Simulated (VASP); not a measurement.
MgO: single point with PBE

MgO:

```
Mg O
1.0
     3.31529    0.00000    0.00000
    -1.65764    2.87112    0.00000
     0.00000    0.00000    5.12155
Mg O
2 2
Direct
  0.33333 0.66667 0.99656
  0.66667 0.33333 0.49656
  0.33333 0.66667 0.39828
  0.66667 0.33333 0.89828
```

This cell differs from its parent crystal: atoms shifted along a free coordinate, c/a of the conventional cell at fixed volume 1.5448.

* Program: VASP 6.6.1
* Task: single point
* Functional: PBE
* Potentials or basis: VASP PAW PBE potentials, release 64 (Mg, O)
* Cutoff: 520 eV
* k mesh: 9 × 9 × 6
* Occupations: gaussian, width 0.05 eV
* Spin: no spin polarisation
* Dipole correction: no
* Further INCAR settings: ALGO = Normal; EDIFF = 1e-06; NBANDS = 16

| Quantity | Value |
| --- | --- |
| Pressure | -0.5 GPa |
| Largest force | 0.283 eV/Å |
| Band gap on the k mesh | 3.32 eV |

Forces on the atoms (eV/Å):
```
Mg   0.000  0.000  0.283
Mg   0.000  0.000  0.283
O    0.000  0.000 -0.283
O    0.000  0.000 -0.283
```

Stress tensor (GPa, compression positive):
```
 0.85  0.00  0.00
 0.00  0.85  0.00
 0.00  0.00 -3.25
```

Levels at points of the mesh, in eV from the valence-band top:
| k point | band 6 | band 7 | band 8 | band 9 | band 10 | band 11 |
| --- | --- | --- | --- | --- | --- | --- |
| (0.00, 0.00, 0.00) | -0.40 | -0.40 | 0.00 | 3.32 | 8.35 | 9.97 |
| (0.00, 0.00, 0.50) | -0.56 | -0.56 | -0.56 | 5.80 | 5.80 | 12.80 |

Run time: 55 s on 1 thread of Intel Xeon 8259CL, with other jobs on the host, peak memory 0.19 GiB.

Caveat: an odd mesh through Γ misses points on the zone boundary, where band edges can lie.
